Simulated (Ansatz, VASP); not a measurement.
# KF: VASP beside Ansatz

Contents of POSCAR:

```
KF
1.0
    2.7119710457      2.7119710457      0.0000000000
   -2.7119710457      2.7119710457      0.0000000000
    0.0000000000      2.7119710457      2.6402043716
K F
1 1
Direct
    0.0000000000      0.0000000000      0.0000000000
    0.5000000000      0.5000000000      0.0000000000
```

File INCAR.step1:

```
SYSTEM = KF
PREC = Accurate
ENCUT = 520
ISMEAR = 0
SIGMA = 0.01
LREAL = .False.
LASPH = .True.
NELM = 80
NBANDS = 15
GGA = PE
ALGO = Normal
EDIFF = 1E-4
LWAVE = .True.
LCHARG = .False.
```

INCAR.step2

```
SYSTEM = KF
PREC = Accurate
ENCUT = 520
EDIFF = 1E-6
ISMEAR = 0
SIGMA = 0.01
LREAL = .False.
LASPH = .True.
NELM = 80
ALGO = Normal
ISIF = 2
LWAVE = .False.
LCHARG = .True.
METAGGA = R2SCAN
LMIXTAU = .True.
LELF = .True.
LVHAR = .True.
NBANDS = 15
ISTART = 1
```

The input KPOINTS:

```
regular mesh
0
Gamma
  8 8 8
  0 0 0
```

Input for Ansatz:

```yaml
crystal:
  lattice:
    - [2.71197104568, 2.71197104568, 0.0]
    - [-2.71197104568, 2.71197104568, 0.0]
    - [0.0, 2.71197104568, 2.64020437163]
  atoms:
    - { symbol: K, position: [0.0, 0.0, 0.0] }
    - { symbol: F, position: [0.5, 0.5, 0.0] }
kpoints:
  mp_grid: { grid: [8, 8, 8] }
scf:
  occupations: { method: fixed }
  convergence: { dr2_threshold: 1.0e-10 }
hamiltonian:
  xc: r2scan
  pseudopotentials: { kind: paw }
output:
  forces: true
  stress: true
  eigenstates:
    kpoints:
      - [0.0, 0.0, 0.0]
      - [-0.5, 0.5, 0.0]
      - [-0.5, -0.5, -0.5]
      - [0.0, 0.0, -0.5]
      - [0.0, -0.5, -0.5]
      - [0.0, 0.5, 0.0]
      - [-0.5, 0.0, 0.0]
      - [-0.5, 0.0, -0.5]
  eigenvalues: true
```

Change from the starting cell: film at in-plane strain +0.02.

Alike in both runs: task single point; functional r2SCAN; k mesh 8 × 8 × 8; no spin polarisation.

|  | VASP | Ansatz |
| --- | --- | --- |
| version | VASP 6.6.1 | Ansatz 0.2.0 |
| potentials or method | VASP PAW PBE potentials, release 64 (K_sv, F) | PAW with Ansatz's default frozen-core files, scalar-relativistic |
| plane-wave cutoff (eV) | 520 | 500 |
| occupations | gaussian, width 0.01 eV | fixed |
| valence electrons in the cell | 16 | 16 |

VASP gave:

```
gap on the k mesh at the Fermi level (eV)                     : 6.70
pressure (GPa)                                                : -1.0
traceless stress, the component that is largest in VASP (GPa) : 1.02
```

Problem. Which values does Ansatz return?

Solution. gap on the k mesh at the Fermi level (eV): 6.70; pressure (GPa): -1.0; traceless stress, the component that is largest in VASP (GPa): 0.99.

VASP's potentials were made for PBE, not for r2SCAN.
